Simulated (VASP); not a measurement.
# InAs (F-43m) in VASP: a series of runs

Runs on InAs. Level: PBE. Tasks: relaxation of the atoms.

Program: VASP 6.6.1. These are calculated values, not measurements. Logs are shortened: lines on timing, memory, paths and dates and some standing lists are left out, and cuts for length are marked.

### 1 The cell of the first run

The structure is cubic, space group F-43m (No. 216). Conventional cell: a = 5.976 Å, b = 5.976 Å, c = 5.976 Å, α = 90.00°, β = 90.00°, γ = 90.00°. In (site symmetry -43m) has 4 As at 2.59 Å within 3.4 Å. As (site symmetry -43m) has 4 In at 2.59 Å within 3.4 Å.

### 2 Relaxation of the atoms, PBE (volume scaled by 0.96)

INCAR

```
SYSTEM = InAs
ALGO = Normal
EDIFF = 1E-6
EDIFFG = -0.02
ENCUT = 520
GGA = PE
IBRION = 2
ISIF = 2
ISMEAR = -1
LASPH = .True.
LCHARG = .False.
LREAL = .False.
LWAVE = .False.
NELM = 100
NSW = 80
PREC = Accurate
SIGMA = 0.05
```

KPOINTS

```
k-points
0
Gamma
  13 13 13
  0 0 0
```

POSCAR

```
InAs
1.0
    0.0000000000      2.9880625493      2.9880625493
    2.9880625493      0.0000000000      2.9880625493
    2.9880625493      2.9880625493      0.0000000000
In As
1 1
Direct
    0.0000000000      0.0000000000      0.0000000000
    0.2500000000      0.2500000000      0.2500000000
```

Potentials or basis: VASP PAW PBE potentials, release 64 (In_d, As).

The run is started by

```console
$ cat potpaw_PBE.64/In_d/POTCAR potpaw_PBE.64/As/POTCAR > POTCAR
$ mpirun -np 1 vasp_std > vasp.out
```

OUTCAR:

```text
SYSTEM = InAs
   EDIFF = 1E-6
   EDIFFG = -0.02
   ENCUT = 520
   GGA = PE
   IBRION = 2
   ISIF = 2
   ISMEAR = -1
   LASPH = .True.
   LREAL = .False.
   NELM = 100
   NSW = 80
   PREC = Accurate

 ion  position               nearest neighbor table
   1  0.000  0.000  0.000-   2 2.59   2 2.59   2 2.59   2 2.59
   2  0.250  0.250  0.250-   1 2.59   1 2.59   1 2.59   1 2.59

  LATTYP: Found a face centered cubic cell.
 ALAT       =     5.9761250986

  Lattice vectors:

 A1 = (   0.0000000000,   2.9880625493,   2.9880625493)
 A2 = (   2.9880625493,   0.0000000000,   2.9880625493)
 A3 = (   2.9880625493,   2.9880625493,   0.0000000000)

Analysis of symmetry for initial positions (statically):
=====================================================================
 Subroutine PRICEL returns:
 Original cell was already a primitive cell.

 Routine SETGRP: Setting up the symmetry group for a
 face centered cubic supercell.

 Subroutine GETGRP returns: Found 24 space group operations
 (whereof 24 operations were pure point group operations)
 out of a pool of 48 trial point group operations.

The static configuration has the point symmetry T_d .

Analysis of symmetry for dynamics (positions and initial velocities):
=====================================================================
 Subroutine PRICEL returns:
 Original cell was already a primitive cell.

 Routine SETGRP: Setting up the symmetry group for a
 face centered cubic supercell.

 Subroutine GETGRP returns: Found 24 space group operations
 (whereof 24 operations were pure point group operations)
 out of a pool of 48 trial point group operations.

The dynamic configuration has the point symmetry T_d .

 Subroutine INISYM returns: Found 24 space group operations
 (whereof 24 operations are pure point group operations),
 and found     1 'primitive' translations

----------------------------------------------------------------------------------------

                                     Primitive cell

  volume of cell :      53.3579

  direct lattice vectors                    reciprocal lattice vectors
     0.000000000  2.988062549  2.988062549    -0.167332508  0.167332508  0.167332508
     2.988062549  0.000000000  2.988062549     0.167332508 -0.167332508  0.167332508
     2.988062549  2.988062549  0.000000000     0.167332508  0.167332508 -0.167332508

  length of vectors
     4.225758582  4.225758582  4.225758582     0.289828405  0.289828405  0.289828405

  position of ions in fractional coordinates (direct lattice)
     0.000000000  0.000000000  0.000000000
     0.250000000  0.250000000  0.250000000

  ion indices of the primitive-cell ions
   primitive index   ion index
                 1           1
                 2           2

----------------------------------------------------------------------------------------

 KPOINTS: k-points

Automatic generation of k-mesh.
 Grid dimensions read from file:
 generate k-points for:   13   13   13

 Generating k-lattice:

  Cartesian coordinates                     Fractional coordinates (reciprocal lattice)
    -0.012871731  0.012871731  0.012871731     0.076923077  0.000000000  0.000000000
     0.012871731 -0.012871731  0.012871731     0.000000000  0.076923077  0.000000000
     0.012871731  0.012871731 -0.012871731     0.000000000  0.000000000  0.076923077

  Length of vectors
     0.022294493  0.022294493  0.022294493

  Shift w.r.t. Gamma in fractional coordinates (k-lattice)
     0.000000000  0.000000000  0.000000000

 Subroutine IBZKPT returns following result:
 ===========================================

 Found     84 irreducible k-points:

 Following reciprocal coordinates:
            Coordinates               Weight
  0.000000  0.000000  0.000000      1.000000
  0.076923  0.000000  0.000000      8.000000
  0.153846  0.000000  0.000000      8.000000
  0.230769  0.000000  0.000000      8.000000
  0.307692  0.000000  0.000000      8.000000
  0.384615  0.000000  0.000000      8.000000
[... 16 lines left out ...]
  0.384615  0.153846  0.000000     24.000000
  0.461538  0.153846  0.000000     24.000000
 [... further k-points ...]
   k-points           NKPTS =     84   k-points in BZ     NKDIM =     84   number of bands    NBANDS=     13
   number of dos      NEDOS =    301   number of ions     NIONS =      2
   total plane-waves  NPLWV =  32768
   dimension x,y,z NGX =    32 NGY =   32 NGZ =   32
   dimension x,y,z NGXF=    64 NGYF=   64 NGZF=   64
   ions per type =               1   1
   NGX,Y,Z   is equivalent  to a cutoff of  12.59, 12.59, 12.59 a.u.
   NGXF,Y,Z  is equivalent  to a cutoff of  25.18, 25.18, 25.18 a.u.
 SYSTEM =  InAs
   PREC   = accura    normal or accurate (medium, high low for compatibility)
   ISTART =      0    job   : 0-new  1-cont  2-samecut
   ICHARG =      2    charge: 1-file 2-atom 10-const
   ISPIN  =      1    spin polarized calculation?
   LNONCOLLINEAR =      F non collinear calculations
   LSORBIT =      F    spin-orbit coupling
   LASPH  =      T    aspherical Exc in radial PAW
   ENCUT  =  520.0 eV  38.22 Ry    6.18 a.u.   7.86  7.86  7.86*2*pi/ulx,y,z
   NELM   =    100;   NELMIN=  2; NELMDL= -5     # of ELM steps
   EDIFF  = 0.1E-05   stopping-criterion for ELM
   LREAL  =      F    real-space projection
   EDIFFG = -.2E-01   stopping-criterion for IOM
   NSW    =     80    number of steps for IOM
   IBRION =      2    ionic relax: 0-MD 1-quasi-New 2-CG
   NFREE  =      1    steps in history (QN), initial steepest desc. (CG)
   ISIF   =      2    stress and relaxation
   ISYM   =      2    0-nonsym 1-usesym 2-fastsym
   POTIM  = 0.5000    time-step for ionic-motion
   TEBEG  =    0.0;   TEEND  =   0.0 temperature during run
   PSTRESS=    0.0 pullay stress
   NELECT =      18.0000    total number of electrons
   NUPDOWN=      -1.0000    fix difference up-down
   EMIN   =  10.00;   EMAX   =-10.00  energy-range for DOS
   EFERMI =   0.00;   METHOD = LEGACY
   ISMEAR =    -1;   SIGMA  =   0.05  broadening in eV -4-tet -1-fermi 0-gaus
   EFERMI_NEDOS =   21; number of points for ismear=-14 and -15
   IALGO  =     38    algorithm
   IMIX   =      4    mixing-type and parameters
     AMIX     =   0.40;   BMIX     =  1.00
     AMIX_MAG =   1.60;   BMIX_MAG =  1.00
  volume/ion in A,a.u.               =      26.68       180.04
  Fermi-wavevector in a.u.,A,eV,Ry     =   1.139636  2.153599 17.670827  1.298769
  Thomas-Fermi vector in A             =   2.276339
   LORBIT       =      0    0 simple, 1 ext, 2 COOP (PROOUT), +10 PAW based schemes
   GGA     = PE    functional components
   LHFCALC =     F    Hartree Fock is set to
   AEXX    =    0.0000 exact exchange contribution
   IVDW    =     0    specifies the selected vdW correction
   LEPSILON=     F    determine dielectric tensor
   LRPA    =     F    only Hartree local field effects (RPA)
 conjugate gradient relaxation of ions
 non-spin polarized calculation
  energy-cutoff  :      520.00
  volume of cell :       53.36
 maximum number of plane-waves:      1459
   NGX = 15   NGY = 15   NGZ = 15

 number of electron      18.0000002 magnetization

 Free energy of the ion-electron system (eV)
  ---------------------------------------------------
  ext. energy  EPLUGINS =         0.00000000
  ---------------------------------------------------
  free energy    TOTEN  =        -7.61036905 eV

  energy without entropy =       -7.61017049  energy(sigma->0) =       -7.61026977

 E-fermi :   4.9809     XC(G=0):  -9.2495

 val. band max:        4.8735844028   @ k =   0.0000   0.0000   0.0000
 cond. band min:       5.7517515936   @ k =   0.0769   0.0000   0.0000
 fundamental gap:      0.8781671908
 Fermi energy:         4.9809040701

 k-point     1 :       0.0000    0.0000    0.0000
  band No.  band energies     occupation
      1      -9.5954      2.00000
      2      -9.5954      2.00000
      3      -9.5954      2.00000
      4      -9.4540      2.00000
      5      -9.4540      2.00000
      6      -7.2234      2.00000
      7       4.8606      1.83456
      8       4.8736      1.79066
      9       4.8736      1.79066
     10       4.8736      1.79066
     11       8.7952      0.00000
     12       8.7952      0.00000
     13       8.7952      0.00000

 k-point     2 :       0.0769    0.0000    0.0000
  band No.  band energies     occupation
      1      -9.6048      2.00000
      2      -9.5927      2.00000
      3      -9.5927      2.00000
      4      -9.4541      2.00000
      5      -9.4541      2.00000
      6      -7.1572      2.00000
      7       3.7527      2.00000
      8       4.7901      1.95694
      9       4.7901      1.95694
     10       5.7518      0.00000
     11       8.8277      0.00000
     12       8.9171      0.00000
     13       8.9171      0.00000

 k-point     3 :       0.1538    0.0000    0.0000
  band No.  band energies     occupation
      1      -9.6298      2.00000
      2      -9.5857      2.00000
      3      -9.5857      2.00000
      4      -9.4540      2.00000
      5      -9.4540      2.00000
      6      -6.9650      2.00000
      7       2.5594      2.00000
      8       4.5821      1.99931
      9       4.5821      1.99931
     10       6.2021      0.00000
     11       9.1565      0.00000
     12       9.2059      0.00000
     13       9.2059      0.00000
[... 305 lines left out ...]
 k-point    23 :       0.3846    0.1538    0.0000
  band No.  band energies     occupation
      1      -9.7254      2.00000
      2      -9.5563      2.00000
      3      -9.5501      2.00000
      4      -9.4645      2.00000
      5      -9.4417      2.00000
      6      -5.9836      2.00000
      7      -0.0014      2.00000
      8       3.0731      2.00000
      9       3.4499      2.00000
     10       7.2029      0.00000
     11       8.8566      0.00000
     12      10.4456      0.00000
     13      10.6374      0.00000

 k-point    24 :       0.4615    0.1538    0.0000
  band No.  band energies     occupation
      1      -9.7413      2.00000
      2      -9.5539      2.00000
      3      -9.5467      2.00000
      4      -9.4599      2.00000
      5      -9.4417      2.00000
      6      -5.6557      2.00000
      7      -0.6647      2.00000
      8       2.7717      2.00000
      9       3.4209      2.00000
     10       7.1132      0.00000
     11       9.0805      0.00000
     12      10.4912      0.00000
     13      11.1380      0.00000

 [... further k-points ...]
[... 5 lines left out ...]
  --------------------------------------------------------------------------------------
  -------------------------------------------------------------------------------------
  Total        2.1730314      2.1730314      2.1730314     -0.0000000      0.0000000      0.0000000
  in kB       65.2495529     65.2495529     65.2495529     -0.0000000      0.0000000      0.0000000
  external PRESSURE =      65.2495529 kB  Pullay stress =       0.0000000 kB

 VOLUME and BASIS-vectors are now :
 -----------------------------------------------------------------------------
  energy-cutoff  :      520.00
  volume of cell :       53.36
      direct lattice vectors                 reciprocal lattice vectors
     0.000000000  2.988062549  2.988062549    -0.167332508  0.167332508  0.167332508
     2.988062549  0.000000000  2.988062549     0.167332508 -0.167332508  0.167332508
     2.988062549  2.988062549  0.000000000     0.167332508  0.167332508 -0.167332508

 POSITION                                       TOTAL-FORCE (eV/Angst)
 -----------------------------------------------------------------------------------
      0.00000      0.00000      0.00000         0.000000     -0.000000      0.000000
      1.49403      1.49403      1.49403        -0.000000      0.000000     -0.000000
 -----------------------------------------------------------------------------------
    total drift:                               -0.000000     -0.000000     -0.000000

  FREE ENERGIE OF THE ION-ELECTRON SYSTEM (eV)
  ---------------------------------------------------
  free  energy   TOTEN  =        -7.6103690536 eV

  energy  without entropy=       -7.6101704869  energy(sigma->0) =       -7.61026977

 reached required accuracy - stopping structural energy minimisation
```

Run time: 92 s. Hardware: 1 thread of Intel Xeon 6975P-C, shared host; peak memory 0.22 GiB.

What came out:

- Free energy: -7.6104 eV
- Pressure after relaxing: 6.5 GPa
- Band gap on the k mesh: zero (filled and empty bands touch)

Final structure:
```
In As
1.0
     0.00000    2.98806    2.98806
     2.98806    0.00000    2.98806
     2.98806    2.98806    0.00000
In As
1 1
Direct
  0.00000 0.00000 0.00000
  0.25000 0.25000 0.25000
```

Caveat: the relaxation stopped at its first step, so nothing moved; spin-orbit coupling is left out, which moves the levels of the heavy elements.

### 3 Relaxation of the atoms, PBE (volume scaled by 1.02)

INCAR

```
SYSTEM = InAs
ALGO     = Normal         ! electronic algorithm
EDIFF    = 1E-6           ! SCF threshold, eV
EDIFFG   = -0.02          ! ionic threshold
ENCUT    = 520            ! plane-wave cutoff, eV
GGA      = PE             ! functional
IBRION   = 2              ! ionic algorithm
ISIF     = 2              ! what is computed and relaxed
ISMEAR   = -1             ! smearing method
LASPH    = .True.         ! aspherical terms in the spheres
LCHARG   = .False.        ! write CHGCAR
LREAL    = .False.        ! projectors in reciprocal space
LWAVE    = .False.        ! write WAVECAR
NELM     = 80             ! most SCF steps
NSW      = 80             ! ionic steps
PREC     = Accurate       ! precision mode
SIGMA    = 0.05           ! smearing width, eV
```

KPOINTS is that of step 2.

POSCAR

```
InAs
1.0
    0.0000000000      3.0490601873      3.0490601873
    3.0490601873      0.0000000000      3.0490601873
    3.0490601873      3.0490601873      0.0000000000
In As
1 1
Direct
    0.0000000000      0.0000000000      0.0000000000
    0.2500000000      0.2500000000      0.2500000000
```

Potentials or basis: VASP PAW PBE potentials, release 64 (In_d, As).

The run is started by

```console
$ cat potpaw_PBE.64/In_d/POTCAR potpaw_PBE.64/As/POTCAR > POTCAR
$ mpirun -np 1 vasp_std > vasp.out
```

Run time: 34 s. Hardware: 1 thread of Intel Xeon Platinum 8259CL at 2.50GHz (Skylake/Cascade Lake), shared host; peak memory 0.22 GiB.

The run converged. Its results:

```
Free energy             : -7.7013 eV
Pressure after relaxing : 2.4 GPa
Band gap on the k mesh  : zero (filled and empty bands touch)
```

Final structure:
```cif
data_structure
_symmetry_space_group_name_H-M 'P 1'
_symmetry_Int_Tables_number 1
_cell_length_a 4.3120
_cell_length_b 4.3120
_cell_length_c 4.3120
_cell_angle_alpha 60.000
_cell_angle_beta 60.000
_cell_angle_gamma 60.000
_cell_volume 56.69
loop_
_atom_site_label
_atom_site_type_symbol
_atom_site_fract_x
_atom_site_fract_y
_atom_site_fract_z
_atom_site_occupancy
In1 In 0.00000 0.00000 0.00000 1
As1 As 0.25000 0.25000 0.25000 1
```

Levels at points of the mesh, in eV from the Fermi level:
| k point | band 6 | band 7 | band 8 | band 9 | band 10 | band 11 | band 12 | band 13 |
| --- | --- | --- | --- | --- | --- | --- | --- | --- |
| (0.00, 0.00, 0.00) | -11.81 | -0.43 | -0.11 | -0.11 | -0.11 | 3.79 | 3.79 | 3.79 |

Caveat: the relaxation stopped at its first step, so nothing moved; spin-orbit coupling is left out, which moves the levels of the heavy elements.
